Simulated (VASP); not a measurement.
The system is Ga.

```
Ga
1.0
     1.38300   -4.02650    0.00000
     1.38300    4.02650    0.00000
    -0.11745    0.00000    3.32993
Ga
2
Direct
  0.13100 0.86900 0.75000
  0.86900 0.13100 0.25000
```

| Property | Result |
| --- | --- |
| Program | VASP 6.6.1 |
| Task | relaxation of cell and atoms |
| Functional | PBEsol |
| Potentials or basis | VASP PAW PBE potentials, release 64 (Ga_d) |
| Cutoff | 600 eV |
| k mesh | 10 × 10 × 8 |
| Occupations | fermi-dirac, width 0.05 eV |
| Spin | no spin polarisation |

At the start: pressure -1.9 GPa; volume 18.54 Å³/atom.

Question: Where does the relaxation end?

Answer: Over 19 steps the energy falls by 12.3 meV/atom and the volume is 17.96 Å³/atom (-3.2 %); space group C2/c (No. 15, to 0.1 Å) before, Cmcm (No. 63, to 0.1 Å).

Step by step:
| step | energy change (eV) | largest force (eV/Å) | pressure (GPa) | volume (Å³) |
| --- | --- | --- | --- | --- |
| 1 | 0.0000 | 0.1979 | -1.88 | 37.09 |
| 2 | -0.0128 | 0.1286 | -0.16 | 35.93 |
| 3 | -0.0138 | 0.1067 | 0.35 | 35.60 |
| 4 | -0.0138 | 0.0983 | 0.57 | 35.49 |
| 5 | -0.0173 | 0.0505 | 0.48 | 35.58 |
| 6 | -0.0214 | 0.0448 | 0.22 | 35.75 |
| 7 | -0.0180 | 0.2264 | -0.10 | 36.05 |
| 8 | -0.0223 | 0.0881 | 0.15 | 35.83 |
| 9 | -0.0224 | 0.1233 | 0.02 | 35.87 |
| 10 | -0.0234 | 0.0546 | -0.07 | 35.99 |
| 11 | -0.0238 | 0.0779 | -0.08 | 35.95 |
| 12 | -0.0245 | 0.0202 | 0.19 | 35.87 |
| 13 | -0.0245 | 0.0079 | 0.29 | 35.86 |
| 14 | -0.0243 | 0.0190 | -0.25 | 36.11 |
| 15 | -0.0246 | 0.0118 | -0.16 | 35.92 |
| 16 | -0.0246 | 0.0127 | 0.01 | 35.91 |
| 17 | -0.0246 | 0.0048 | -0.07 | 35.92 |
| 18 | -0.0246 | 0.0089 | -0.06 | 35.92 |
| 19 | -0.0246 | 0.0057 | 0.01 | 35.91 |

Final structure:
```yaml
crystal:
  lattice:
    - [1.41133, -4.01297, 0.02032]
    - [1.41133, 4.01297, 0.02032]
    - [-0.07081, 0.00000, 3.16952]
  atoms:
    - { symbol: Ga, position: [0.13517, 0.86483, 0.75000] }
    - { symbol: Ga, position: [0.86482, 0.13517, 0.25000] }
```

Caveat: the PAW data sets were made with another functional, which shifts forces and pressure a little.
